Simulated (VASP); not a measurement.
# In (Im-3m) in VASP: a series of runs, part 2 of 3

VASP 6.6.1.

### Step 4. Single point, revPBE (volume scaled by 0.96)

The input, INCAR:

```
  PREC = Accurate
  ENCUT = 520
  EDIFF = 1E-7
  ISMEAR = -1
  SIGMA = 0.1
  LREAL = False
  LASPH = True
  NELM = 80
  ALGO = Normal
  ISIF = 2
  LWAVE = False
  LCHARG = False
  GGA = RE
  NBANDS = 12
```

The input, KPOINTS:

```
regular mesh
0
Gamma
  13 13 13
```

The input, POSCAR:

```
In
1.0
   -1.9046854834      1.9046854834      1.9046854834
    1.9046854834     -1.9046854834      1.9046854834
    1.9046854834      1.9046854834     -1.9046854834
In
1
Direct
    0.0000000000      0.0000000000      0.0000000000
```

Potentials or basis: VASP PAW PBE potentials, release 64 (In_d).

Launch:

```bash
> cat potpaw_PBE.64/In_d/POTCAR > POTCAR
> mpirun -np 1 vasp_std > vasp.out
```

OUTCAR:

```text
PREC = Accurate
   ENCUT = 520
   EDIFF = 1E-7
   ISMEAR = -1
   LREAL = False
   LASPH = True
   NELM = 80
   ISIF = 2
   GGA = RE

 ion  position               nearest neighbor table
   1  0.000  0.000  0.000-

  LATTYP: Found a body centered cubic cell.
 ALAT       =     3.8093709668

  Lattice vectors:

 A1 = (  -1.9046854834,   1.9046854834,   1.9046854834)
 A2 = (   1.9046854834,  -1.9046854834,   1.9046854834)
 A3 = (   1.9046854834,   1.9046854834,  -1.9046854834)

Analysis of symmetry for initial positions (statically):
=====================================================================
 Subroutine PRICEL returns:
 Original cell was already a primitive cell.

 Routine SETGRP: Setting up the symmetry group for a
 body centered cubic supercell.

 Subroutine GETGRP returns: Found 48 space group operations
 (whereof 48 operations were pure point group operations)
 out of a pool of 48 trial point group operations.

The static configuration has the point symmetry O_h .

Analysis of symmetry for dynamics (positions and initial velocities):
=====================================================================
 Subroutine PRICEL returns:
 Original cell was already a primitive cell.

 Routine SETGRP: Setting up the symmetry group for a
 body centered cubic supercell.

 Subroutine GETGRP returns: Found 48 space group operations
 (whereof 48 operations were pure point group operations)
 out of a pool of 48 trial point group operations.

The dynamic configuration has the point symmetry O_h .

 Subroutine INISYM returns: Found 48 space group operations
 (whereof 48 operations are pure point group operations),
 and found     1 'primitive' translations

----------------------------------------------------------------------------------------

                                     Primitive cell

  volume of cell :      27.6395

  direct lattice vectors                    reciprocal lattice vectors
    -1.904685483  1.904685483  1.904685483     0.000000000  0.262510532  0.262510532
     1.904685483 -1.904685483  1.904685483     0.262510532  0.000000000  0.262510532
     1.904685483  1.904685483 -1.904685483     0.262510532  0.262510532  0.000000000

  length of vectors
     3.299012030  3.299012030  3.299012030     0.371245955  0.371245955  0.371245955

  position of ions in fractional coordinates (direct lattice)
     0.000000000  0.000000000  0.000000000

  ion indices of the primitive-cell ions
   primitive index   ion index
                 1           1

----------------------------------------------------------------------------------------

 KPOINTS: regular mesh

Automatic generation of k-mesh.
 Grid dimensions read from file:
 generate k-points for:   13   13   13

 Generating k-lattice:

  Cartesian coordinates                     Fractional coordinates (reciprocal lattice)
     0.000000000  0.020193118  0.020193118     0.076923077  0.000000000  0.000000000
     0.020193118  0.000000000  0.020193118     0.000000000  0.076923077  0.000000000
     0.020193118  0.020193118  0.000000000     0.000000000  0.000000000  0.076923077

  Length of vectors
     0.028557381  0.028557381  0.028557381

  Shift w.r.t. Gamma in fractional coordinates (k-lattice)
     0.000000000  0.000000000  0.000000000

 Subroutine IBZKPT returns following result:
 ===========================================

 Found     84 irreducible k-points:

 Following reciprocal coordinates:
            Coordinates               Weight
  0.000000  0.000000  0.000000      1.000000
  0.076923  0.000000  0.000000     12.000000
  0.153846  0.000000  0.000000     12.000000
  0.230769  0.000000  0.000000     12.000000
  0.307692  0.000000  0.000000     12.000000
  0.384615  0.000000  0.000000     12.000000
[... 16 lines left out ...]
  0.153846  0.076923  0.076923     24.000000
  0.230769  0.076923  0.076923     24.000000
 [... further k-points ...]
   k-points           NKPTS =     84   k-points in BZ     NKDIM =     84   number of bands    NBANDS=     12
   number of dos      NEDOS =    301   number of ions     NIONS =      1
   total plane-waves  NPLWV =  21952
   dimension x,y,z NGX =    28 NGY =   28 NGZ =   28
   dimension x,y,z NGXF=    56 NGYF=   56 NGZF=   56
   ions per type =               1
   NGX,Y,Z   is equivalent  to a cutoff of  14.11, 14.11, 14.11 a.u.
   NGXF,Y,Z  is equivalent  to a cutoff of  28.22, 28.22, 28.22 a.u.
 SYSTEM =  unknown system
   PREC   = accura    normal or accurate (medium, high low for compatibility)
   ISTART =      0    job   : 0-new  1-cont  2-samecut
   ICHARG =      2    charge: 1-file 2-atom 10-const
   ISPIN  =      1    spin polarized calculation?
   LNONCOLLINEAR =      F non collinear calculations
   LSORBIT =      F    spin-orbit coupling
   LASPH  =      T    aspherical Exc in radial PAW
   ENCUT  =  520.0 eV  38.22 Ry    6.18 a.u.   6.13  6.13  6.13*2*pi/ulx,y,z
   NELM   =     80;   NELMIN=  2; NELMDL= -5     # of ELM steps
   EDIFF  = 0.1E-06   stopping-criterion for ELM
   LREAL  =      F    real-space projection
   EDIFFG = 0.1E-05   stopping-criterion for IOM
   NSW    =      0    number of steps for IOM
   IBRION =     -1    ionic relax: 0-MD 1-quasi-New 2-CG
   NFREE  =      0    steps in history (QN), initial steepest desc. (CG)
   ISIF   =      2    stress and relaxation
   ISYM   =      2    0-nonsym 1-usesym 2-fastsym
   POTIM  = 0.5000    time-step for ionic-motion
   TEBEG  =    0.0;   TEEND  =   0.0 temperature during run
   PSTRESS=    0.0 pullay stress
   NELECT =      13.0000    total number of electrons
   NUPDOWN=      -1.0000    fix difference up-down
   EMIN   =  10.00;   EMAX   =-10.00  energy-range for DOS
   EFERMI =   0.00;   METHOD = LEGACY
   ISMEAR =    -1;   SIGMA  =   0.10  broadening in eV -4-tet -1-fermi 0-gaus
   EFERMI_NEDOS =   21; number of points for ismear=-14 and -15
   IALGO  =     38    algorithm
   IMIX   =      4    mixing-type and parameters
     AMIX     =   0.40;   BMIX     =  1.00
     AMIX_MAG =   1.60;   BMIX_MAG =  1.00
  volume/ion in A,a.u.               =      27.64       186.52
  Fermi-wavevector in a.u.,A,eV,Ry     =   1.273149  2.405903 22.053809  1.620909
  Thomas-Fermi vector in A             =   2.405989
   LORBIT       =      0    0 simple, 1 ext, 2 COOP (PROOUT), +10 PAW based schemes
   GGA     = RE    functional components
   LHFCALC =     F    Hartree Fock is set to
   AEXX    =    0.0000 exact exchange contribution
   IVDW    =     0    specifies the selected vdW correction
   LEPSILON=     F    determine dielectric tensor
   LRPA    =     F    only Hartree local field effects (RPA)
 non-spin polarized calculation
  energy-cutoff  :      520.00
  volume of cell :       27.64
 maximum number of plane-waves:       767
 NGX is ok and might be reduce to    28
   NGX = 13   NGY = 13   NGZ = 13

 number of electron      13.0000003 magnetization

 Free energy of the ion-electron system (eV)
  ---------------------------------------------------
  ext. energy  EPLUGINS =         0.00000000
  ---------------------------------------------------
  free energy    TOTEN  =        -2.25539140 eV

  energy without entropy =       -2.23925469  energy(sigma->0) =       -2.24732305

 E-fermi :   7.0145     XC(G=0):  -9.9266

 val. band max:        6.8850705049   @ k =   0.3077   0.1538   0.0000
 cond. band min:       7.0438193710   @ k =  -0.3846   0.3846   0.1538
 fundamental gap:      0.1587488661
 Fermi energy:         7.0145199682

 k-point     1 :       0.0000    0.0000    0.0000
  band No.  band energies     occupation
      1      -7.6525      2.00000
      2      -7.6525      2.00000
      3      -7.6525      2.00000
      4      -7.4130      2.00000
      5      -7.4130      2.00000
      6      -2.1465      2.00000
      7      17.5906      0.00000
      8      17.5906      0.00000
      9      17.5906      0.00000
     10      19.8135      0.00000
     11      19.8135      0.00000
     12      19.8135      0.00000

 k-point     2 :       0.0769    0.0000    0.0000
  band No.  band energies     occupation
      1      -7.6580      2.00000
      2      -7.6471      2.00000
      3      -7.6312      2.00000
      4      -7.4188      2.00000
      5      -7.4132      2.00000
      6      -2.0152      2.00000
      7      16.3009      0.00000
      8      16.9831      0.00000
      9      17.3008      0.00000
     10      18.9574      0.00000
     11      19.2818      0.00000
     12      19.6559      0.00000
[... 316 lines left out ...]
 k-point    24 :       0.2308    0.0769    0.0769
  band No.  band energies     occupation
      1      -7.7049      2.00000
      2      -7.6441      2.00000
      3      -7.4411      2.00000
      4      -7.4177      2.00000
      5      -7.3917      2.00000
      6       0.2605      2.00000
      7       8.9238      0.00000
      8      12.0274      0.00000
      9      12.9992      0.00000
     10      19.4135      0.00000
     11      19.6285      0.00000
     12      21.6610      0.00000

 [... further k-points ...]
[... 5 lines left out ...]
  --------------------------------------------------------------------------------------
  -------------------------------------------------------------------------------------
  Total        0.2114952      0.2114952      0.2114952      0.0000000     -0.0000000      0.0000000
  in kB       12.2597396     12.2597396     12.2597396      0.0000000     -0.0000000      0.0000000
  external PRESSURE =      12.2597396 kB  Pullay stress =       0.0000000 kB

 VOLUME and BASIS-vectors are now :
 -----------------------------------------------------------------------------
  energy-cutoff  :      520.00
  volume of cell :       27.64
      direct lattice vectors                 reciprocal lattice vectors
    -1.904685483  1.904685483  1.904685483     0.000000000  0.262510532  0.262510532
     1.904685483 -1.904685483  1.904685483     0.262510532  0.000000000  0.262510532
     1.904685483  1.904685483 -1.904685483     0.262510532  0.262510532  0.000000000

 POSITION                                       TOTAL-FORCE (eV/Angst)
 -----------------------------------------------------------------------------------
      0.00000      0.00000      0.00000        -0.000000      0.000000      0.000000
 -----------------------------------------------------------------------------------
    total drift:                               -0.000000     -0.000000     -0.000000

  FREE ENERGIE OF THE ION-ELECTRON SYSTEM (eV)
  ---------------------------------------------------
  free  energy   TOTEN  =        -2.2553914021 eV

  energy  without entropy=       -2.2392546911  energy(sigma->0) =       -2.24732305
```

stdout:

```text
POSCAR found type information on POSCAR In
 POSCAR found :  1 types and       1 ions
 scaLAPACK will be used
 -----------------------------------------------------------------------------
|                                                                             |
|                                                                             |
|     You enforced a specific xc type in the INCAR file but a different       |
|     I HOPE YOU KNOW WHAT YOU ARE DOING!                                     |
|                                                                             |
 -----------------------------------------------------------------------------

 LDA part: xc-table for (Slater+PW92), standard interpolation
 POSCAR, INCAR and KPOINTS ok, starting setup
 FFT: planning ... GRIDC
 FFT: planning ... GRID_SOFT
 FFT: planning ... GRID
 WAVECAR not read
 entering main loop
```

Run time: 76 s. Hardware: 1 thread of Intel Xeon 8259CL, shared host; peak memory 0.17 GiB.

What came out:

| Property | Result |
| --- | --- |
| Free energy | -2.2554 eV |
| Pressure | 1.2 GPa |

Levels at points of the mesh, in eV from the Fermi level:
```tsv
k point	band 2	band 3	band 4	band 5	band 6	band 7	band 8	band 9	band 10	band 11
(0.00, 0.00, 0.00)	-14.67	-14.67	-14.43	-14.43	-9.16	10.58	10.58	10.58	12.80	12.80
```

Caveat: the PAW data sets were made with another functional, which shifts forces and pressure a little; spin-orbit coupling is left out, which moves the levels of the heavy elements.

(Continued in part 3 of 3.)
